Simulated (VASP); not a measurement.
# ZnS (F-43m) in VASP: further runs, part 4 of 4

VASP 6.6.1. The steps go on from the part before.

### Step 6. Single point, PBEsol (volume scaled by 1.01)

Input file INCAR:

```
PREC = Accurate
ENCUT = 520
EDIFF = 1E-6
ISMEAR = -1
SIGMA = 0.01
LREAL = False
LASPH = True
NELM = 100
ALGO = Normal
ISIF = 2
LWAVE = False
LCHARG = True
GGA = PS
LELF = True
LVHAR = True
NBANDS = 16
```

Input file KPOINTS:

```
regular mesh
0
Gamma
  8 8 8
```

Input file POSCAR:

```
ZnS
1.0
    0.0000000000      2.7136356142      2.7136356142
    2.7136356142      0.0000000000      2.7136356142
    2.7136356142      2.7136356142      0.0000000000
Zn S
1 1
Direct
    0.0000000000      0.0000000000      0.0000000000
    0.7500000000      0.7500000000      0.7500000000
```

Potentials or basis: VASP PAW PBE potentials, release 64 (Zn, S).

On the command line:

```bash
$ cat potpaw_PBE.64/Zn/POTCAR potpaw_PBE.64/S/POTCAR > POTCAR
$ mpirun -np 1 vasp_std > vasp.out
```

OUTCAR:

```text
PREC = Accurate
   ENCUT = 520
   EDIFF = 1E-6
   ISMEAR = -1
   LREAL = False
   LASPH = True
   NELM = 100
   ISIF = 2
   GGA = PS

 ion  position               nearest neighbor table
   1  0.000  0.000  0.000-   2 2.35   2 2.35   2 2.35   2 2.35
   2  0.750  0.750  0.750-   1 2.35   1 2.35   1 2.35   1 2.35

  LATTYP: Found a face centered cubic cell.
 ALAT       =     5.4272712284

  Lattice vectors:

 A1 = (   0.0000000000,   2.7136356142,   2.7136356142)
 A2 = (   2.7136356142,   0.0000000000,   2.7136356142)
 A3 = (   2.7136356142,   2.7136356142,   0.0000000000)

Analysis of symmetry for initial positions (statically):
=====================================================================
 Subroutine PRICEL returns:
 Original cell was already a primitive cell.

 Routine SETGRP: Setting up the symmetry group for a
 face centered cubic supercell.

 Subroutine GETGRP returns: Found 24 space group operations
 (whereof 24 operations were pure point group operations)
 out of a pool of 48 trial point group operations.

The static configuration has the point symmetry T_d .

Analysis of symmetry for dynamics (positions and initial velocities):
=====================================================================
 Subroutine PRICEL returns:
 Original cell was already a primitive cell.

 Routine SETGRP: Setting up the symmetry group for a
 face centered cubic supercell.

 Subroutine GETGRP returns: Found 24 space group operations
 (whereof 24 operations were pure point group operations)
 out of a pool of 48 trial point group operations.

The dynamic configuration has the point symmetry T_d .

 Subroutine INISYM returns: Found 24 space group operations
 (whereof 24 operations are pure point group operations),
 and found     1 'primitive' translations

----------------------------------------------------------------------------------------

                                     Primitive cell

  volume of cell :      39.9654

  direct lattice vectors                    reciprocal lattice vectors
     0.000000000  2.713635614  2.713635614    -0.184254657  0.184254657  0.184254657
     2.713635614  0.000000000  2.713635614     0.184254657 -0.184254657  0.184254657
     2.713635614  2.713635614  0.000000000     0.184254657  0.184254657 -0.184254657

  length of vectors
     3.837660289  3.837660289  3.837660289     0.319138428  0.319138428  0.319138428

  position of ions in fractional coordinates (direct lattice)
     0.000000000  0.000000000  0.000000000
     0.750000000  0.750000000  0.750000000

  ion indices of the primitive-cell ions
   primitive index   ion index
                 1           1
                 2           2

----------------------------------------------------------------------------------------

 KPOINTS: regular mesh

Automatic generation of k-mesh.
 Grid dimensions read from file:
 generate k-points for:    8    8    8

 Generating k-lattice:

  Cartesian coordinates                     Fractional coordinates (reciprocal lattice)
    -0.023031832  0.023031832  0.023031832     0.125000000  0.000000000  0.000000000
     0.023031832 -0.023031832  0.023031832     0.000000000  0.125000000  0.000000000
     0.023031832  0.023031832 -0.023031832     0.000000000  0.000000000  0.125000000

  Length of vectors
     0.039892303  0.039892303  0.039892303

  Shift w.r.t. Gamma in fractional coordinates (k-lattice)
     0.000000000  0.000000000  0.000000000

 Subroutine IBZKPT returns following result:
 ===========================================

 Found     29 irreducible k-points:

 Following reciprocal coordinates:
            Coordinates               Weight
  0.000000  0.000000  0.000000      1.000000
  0.125000  0.000000  0.000000      8.000000
  0.250000  0.000000  0.000000      8.000000
  0.375000  0.000000  0.000000      8.000000
  0.500000  0.000000  0.000000      4.000000
  0.125000  0.125000  0.000000      6.000000
[... 16 lines left out ...]
  0.500000  0.250000  0.125000     48.000000
 -0.375000  0.250000  0.125000     24.000000
 [... further k-points ...]
   k-points           NKPTS =     29   k-points in BZ     NKDIM =     29   number of bands    NBANDS=     16
   number of dos      NEDOS =    301   number of ions     NIONS =      2
   total plane-waves  NPLWV =  27000
   dimension x,y,z NGX =    30 NGY =   30 NGZ =   30
   dimension x,y,z NGXF=    60 NGYF=   60 NGZF=   60
   ions per type =               1   1
   NGX,Y,Z   is equivalent  to a cutoff of  13.00, 13.00, 13.00 a.u.
   NGXF,Y,Z  is equivalent  to a cutoff of  25.99, 25.99, 25.99 a.u.
 SYSTEM =  unknown system
   PREC   = accura    normal or accurate (medium, high low for compatibility)
   ISTART =      0    job   : 0-new  1-cont  2-samecut
   ICHARG =      2    charge: 1-file 2-atom 10-const
   ISPIN  =      1    spin polarized calculation?
   LNONCOLLINEAR =      F non collinear calculations
   LSORBIT =      F    spin-orbit coupling
   LASPH  =      T    aspherical Exc in radial PAW
   ENCUT  =  520.0 eV  38.22 Ry    6.18 a.u.   7.14  7.14  7.14*2*pi/ulx,y,z
   NELM   =    100;   NELMIN=  2; NELMDL= -5     # of ELM steps
   EDIFF  = 0.1E-05   stopping-criterion for ELM
   LREAL  =      F    real-space projection
   EDIFFG = 0.1E-04   stopping-criterion for IOM
   NSW    =      0    number of steps for IOM
   IBRION =     -1    ionic relax: 0-MD 1-quasi-New 2-CG
   NFREE  =      0    steps in history (QN), initial steepest desc. (CG)
   ISIF   =      2    stress and relaxation
   ISYM   =      2    0-nonsym 1-usesym 2-fastsym
   POTIM  = 0.5000    time-step for ionic-motion
   TEBEG  =    0.0;   TEEND  =   0.0 temperature during run
   PSTRESS=    0.0 pullay stress
   NELECT =      18.0000    total number of electrons
   NUPDOWN=      -1.0000    fix difference up-down
   EMIN   =  10.00;   EMAX   =-10.00  energy-range for DOS
   EFERMI =   0.00;   METHOD = LEGACY
   ISMEAR =    -1;   SIGMA  =   0.01  broadening in eV -4-tet -1-fermi 0-gaus
   EFERMI_NEDOS =   21; number of points for ismear=-14 and -15
   IALGO  =     38    algorithm
   IMIX   =      4    mixing-type and parameters
     AMIX     =   0.40;   BMIX     =  1.00
     AMIX_MAG =   1.60;   BMIX_MAG =  1.00
  volume/ion in A,a.u.               =      19.98       134.85
  Fermi-wavevector in a.u.,A,eV,Ry     =   1.254886  2.371390 21.425610  1.574738
  Thomas-Fermi vector in A             =   2.388669
   LORBIT       =      0    0 simple, 1 ext, 2 COOP (PROOUT), +10 PAW based schemes
   GGA     = PS    functional components
   LHFCALC =     F    Hartree Fock is set to
   AEXX    =    0.0000 exact exchange contribution
   IVDW    =     0    specifies the selected vdW correction
   LEPSILON=     F    determine dielectric tensor
   LRPA    =     F    only Hartree local field effects (RPA)
 non-spin polarized calculation
  energy-cutoff  :      520.00
  volume of cell :       39.97
 maximum number of plane-waves:      1090
 NGX is ok and might be reduce to    30
   NGX = 15   NGY = 15   NGZ = 15

 number of electron      18.0000012 magnetization

 Free energy of the ion-electron system (eV)
  ---------------------------------------------------
  ext. energy  EPLUGINS =         0.00000000
  ---------------------------------------------------
  free energy    TOTEN  =        -7.57652691 eV

  energy without entropy =       -7.57652691  energy(sigma->0) =       -7.57652691

 E-fermi :   2.0857     XC(G=0):  -9.7895

 val. band max:        1.8939307571   @ k =   0.0000   0.0000   0.0000
 cond. band min:       3.8162522984   @ k =   0.0000   0.0000   0.0000
 fundamental gap:      1.9223215413
 Fermi energy:         2.0856897983

 k-point     1 :       0.0000    0.0000    0.0000
  band No.  band energies     occupation
      1     -11.1713      2.00000
      2      -4.4260      2.00000
      3      -4.4260      2.00000
      4      -4.4260      2.00000
      5      -3.9419      2.00000
      6      -3.9419      2.00000
[... 8 lines left out ...]
     15      13.6129      0.00000
     16      13.6129      0.00000

 k-point     2 :       0.1250    0.0000    0.0000
  band No.  band energies     occupation
      1     -11.0554      2.00000
      2      -4.4254      2.00000
      3      -4.4055      2.00000
      4      -4.4055      2.00000
      5      -3.9435      2.00000
      6      -3.9435      2.00000
[... 8 lines left out ...]
     15      12.9905      0.00000
     16      14.2651      0.00000
[... 387 lines left out ...]
      5      -3.9248      2.00000
      6      -3.8701      2.00000
[... 8 lines left out ...]
     15      15.4878      0.00000
     16      16.1210      0.00000

 k-point    24 :      -0.3750    0.2500    0.1250
  band No.  band energies     occupation
      1     -10.0983      2.00000
      2      -4.3025      2.00000
      3      -4.2464      2.00000
      4      -3.9951      2.00000
      5      -3.9298      2.00000
      6      -3.6771      2.00000
[... 8 lines left out ...]
     15      15.1981      0.00000
     16      16.0481      0.00000

 [... further k-points ...]
[... 5 lines left out ...]
  --------------------------------------------------------------------------------------
  -------------------------------------------------------------------------------------
  Total       -0.6656144     -0.6656144     -0.6656144     -0.0000000     -0.0000000      0.0000000
  in kB      -26.6838628    -26.6838628    -26.6838628     -0.0000000     -0.0000000      0.0000000
  external PRESSURE =     -26.6838628 kB  Pullay stress =       0.0000000 kB

 VOLUME and BASIS-vectors are now :
 -----------------------------------------------------------------------------
  energy-cutoff  :      520.00
  volume of cell :       39.97
      direct lattice vectors                 reciprocal lattice vectors
     0.000000000  2.713635614  2.713635614    -0.184254657  0.184254657  0.184254657
     2.713635614  0.000000000  2.713635614     0.184254657 -0.184254657  0.184254657
     2.713635614  2.713635614  0.000000000     0.184254657  0.184254657 -0.184254657

 POSITION                                       TOTAL-FORCE (eV/Angst)
 -----------------------------------------------------------------------------------
      0.00000      0.00000      0.00000         0.000000      0.000000      0.000000
      4.07045      4.07045      4.07045        -0.000000     -0.000000     -0.000000
 -----------------------------------------------------------------------------------
    total drift:                               -0.000000     -0.000000     -0.000000

  FREE ENERGIE OF THE ION-ELECTRON SYSTEM (eV)
  ---------------------------------------------------
  free  energy   TOTEN  =        -7.5765269057 eV

  energy  without entropy=       -7.5765269057  energy(sigma->0) =       -7.57652691
```

OSZICAR:

```text
N       E                     dE             d eps       ncg     rms          rms(c)
DAV:   1     0.883327206343E+02    0.88333E+02   -0.89126E+03   928   0.135E+03
DAV:   2    -0.217154532244E+01   -0.90504E+02   -0.84794E+02  1056   0.261E+02
DAV:   3    -0.792079309557E+01   -0.57492E+01   -0.57225E+01  1176   0.642E+01
DAV:   4    -0.797929361412E+01   -0.58501E-01   -0.58490E-01  1120   0.665E+00
DAV:   5    -0.797998651974E+01   -0.69291E-03   -0.69289E-03  1152   0.697E-01    0.649E+00
DAV:   6    -0.759923128945E+01    0.38076E+00   -0.78136E-01  1344   0.320E+01    0.513E+00
DAV:   7    -0.757994578311E+01    0.19286E-01   -0.22419E-01  1112   0.464E+00    0.248E+00
DAV:   8    -0.757660811039E+01    0.33377E-02   -0.48426E-03  1320   0.859E-01    0.577E-01
DAV:   9    -0.757644595896E+01    0.16215E-03   -0.92254E-04  1112   0.263E-01    0.954E-02
DAV:  10    -0.757653552618E+01   -0.89567E-04   -0.15696E-04  1128   0.931E-02    0.272E-02
DAV:  11    -0.757652661548E+01    0.89107E-05   -0.27411E-05  1136   0.441E-02    0.656E-03
DAV:  12    -0.757652690574E+01   -0.29026E-06   -0.25250E-06  1104   0.192E-02
   1 F= -.75765269E+01 E0= -.75765269E+01  d E =-.111102E-10
```

Wall time 32 s (1 thread of Intel Xeon 8259CL, shared host); peak memory 0.17 GiB.

What came out:

```yaml
Free_energy: -7.5765 eV
Pressure: -2.7 GPa
Band_gap_on_the_k_mesh: 1.92 eV, direct
```

Caveat: the PAW data sets were made with another functional, which shifts forces and pressure a little.

### Step 7. Overview

```csv
cell,gap on the mesh (eV),pressure (GPa)
"a = 3.888 Å, angles 60.0°, 2 atoms",1.76,-5.0
"a = 3.747 Å, angles 60.0°, 2 atoms",2.24,3.0
"a = 3.799 Å, angles 60.0°, 2 atoms",2.05,-0.5
"a = 3.773 Å, angles 60.0°, 2 atoms",2.14,1.1
"a = 3.838 Å, angles 60.0°, 2 atoms",1.92,-2.7
```

Alike in all rows: task single point; level PBEsol; potentials or basis VASP PAW PBE potentials, release 64 (Zn, S); no spin polarisation; k mesh 8 × 8 × 8; cutoff (eV) 520; smearing fermi-dirac 0.01 eV.

Caveats: the PAW data sets were made with another functional, which shifts forces and pressure a little.

Absolute energies hang on the potentials; compare differences alone.
